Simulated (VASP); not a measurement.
Mg6ZrNb: single point with PBE

Crystal: Mg6ZrNb.

```xyz
8
Lattice="4.9831 0.0000 0.0000 0.0000 3.0873 5.6443 0.0000 -3.0873 5.6443" Properties=species:S:1:pos:R:3 pbc="T T T"
Mg    0.0000   -1.5019    6.4633
Mg    0.0000    1.5019    6.4633
Mg    0.0000    0.0000    3.7007
Mg    2.4916   -1.5716    4.8237
Mg    2.4916    1.5716    4.8237
Mg    2.4916    0.0000    1.9554
Zr    0.0000    0.0000    9.0490
Nb    2.4916    0.0000    7.8755
```

- Program: VASP 6.6.1
- Task: single point
- Functional: PBE
- Potentials or basis: VASP PAW PBE potentials, release 64 (Mg, Zr_sv, Nb_sv)
- Cutoff: 520 eV
- k mesh: 4 × 4 × 4
- Occupations: gaussian, width 0.1 eV
- Spin: no spin polarisation
- Dipole correction: no
- Further INCAR settings: ALGO = Fast; EDIFF = 1e-06; NBANDS = 28

```yaml
Pressure: -0.3 GPa
Largest_force: 0.087 eV/Å
Band_gap_on_the_k_mesh: zero (an odd number of electrons rules out a gap without spin polarisation)
```

Forces on the atoms (eV/Å):
```
Mg   0.000  0.003 -0.087
Mg   0.000 -0.003 -0.087
Mg   0.000  0.000  0.077
Mg   0.000  0.010  0.070
Mg   0.000 -0.010  0.070
Mg   0.000  0.000 -0.028
Zr   0.000  0.000 -0.010
Nb   0.000  0.000 -0.003
```

Stress tensor (GPa, compression positive):
```
-1.11  0.00  0.00
 0.00  0.28  0.00
 0.00  0.00 -0.14
```

Levels at points of the mesh, in eV from the Fermi level:
```
           k point  band 14  band 15  band 16  band 17  band 18  band 19  band 20  band 21  band 22  band 23
(0.00, 0.00, 0.00)    -1.48    -1.33    -1.11    -0.84    -0.59     0.18     0.63     0.74     0.97     1.41
(0.50, 0.00, 0.00)    -1.78    -0.97    -0.95    -0.82    -0.76    -0.51    -0.49     0.42     0.48     1.47
(0.00, 0.50, 0.00)    -1.23    -1.13    -0.21     0.03     0.22     0.30     0.84     0.93     1.04     1.61
(0.50, 0.50, 0.00)    -2.11    -1.50    -1.49    -0.71    -0.66    -0.10     0.16     0.96     0.99     2.02
(0.00, 0.50, 0.50)    -1.23    -0.94    -0.60    -0.16     0.02     0.25     0.30     0.96     0.98     1.57
(0.50, 0.50, 0.50)    -1.76    -1.49    -1.44    -0.80    -0.75    -0.58    -0.43     1.30     1.84     2.84
```

It took 7.4 min on 1 thread of Intel Xeon 8259CL (shared host), peak memory 0.36 GiB.
